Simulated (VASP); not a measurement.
A run of VASP 6.6.1 is set up as follows.

Contents of POSCAR:

```
AlN
1.0
    2.1849006262     -2.1849006262      0.0000000000
    2.1849006262      0.0000000000     -2.1849006262
   12.0169534440      7.1009270350      7.1009270350
Al N
6 6
Direct
    0.7031500000     -0.2968500000      0.3958000000
    0.1614833333      0.1614833333      0.2291333333
    0.2448166667      0.2448166667      0.5624666667
    0.3281500000      0.3281500000      0.8958000000
   -0.2135166667     -0.2135166667      0.7291333333
    0.6198166667      0.6198166667      0.0624666667
    0.3385666667      0.3385666667      0.4374666667
    0.7969000000      0.7969000000      0.2708000000
   -0.1197666667     -0.1197666667      0.6041333333
   -0.0364333333     -0.0364333333      0.9374666667
   -0.5781000000     -0.5781000000      0.7708000000
    0.2552333333      0.2552333333      0.1041333333
```

File INCAR.step1:

```
SYSTEM = AlN
PREC = Accurate
ENCUT = 520
ISMEAR = 0
SIGMA = 0.05
LREAL = .False.
LASPH = .True.
NELM = 80
NBANDS = 36
GGA = PE
ALGO = Normal
EDIFF = 1E-4
LWAVE = .True.
LCHARG = .False.
```

INCAR.step2

```
SYSTEM = AlN
PREC = Accurate
ENCUT = 520
EDIFF = 1E-7
ISMEAR = 0
SIGMA = 0.05
LREAL = .False.
LASPH = .True.
NELM = 80
ALGO = Normal
ISIF = 2
LWAVE = .False.
LCHARG = .True.
METAGGA = R2SCAN
LMIXTAU = .True.
LELF = .True.
LVHAR = .True.
NBANDS = 36
ISTART = 1
```

KPOINTS

```
regular mesh
0
Gamma
  8 8 2
  0 0 0
```

Potentials or basis: VASP PAW PBE potentials, release 64 (Al, N).

Launch:

```console
$ cat potpaw_PBE.64/Al/POTCAR potpaw_PBE.64/N/POTCAR > POTCAR
$ cp INCAR.step1 INCAR
$ mpirun -np 1 vasp_std > vasp.out
$ cp INCAR.step2 INCAR
$ mpirun -np 1 vasp_std > vasp.out
```

(1) Estimate the band gap on the k mesh.

(2) Predict the pressure.

(3) Predict the largest force.

## Answers

(1) 3.86 eV, indirect (least direct gap 4.28 eV).

(2) -2.5 GPa.

(3) 1.037 eV/Å.

Caveat: the PAW data sets were made with another functional, which shifts forces and pressure a little.
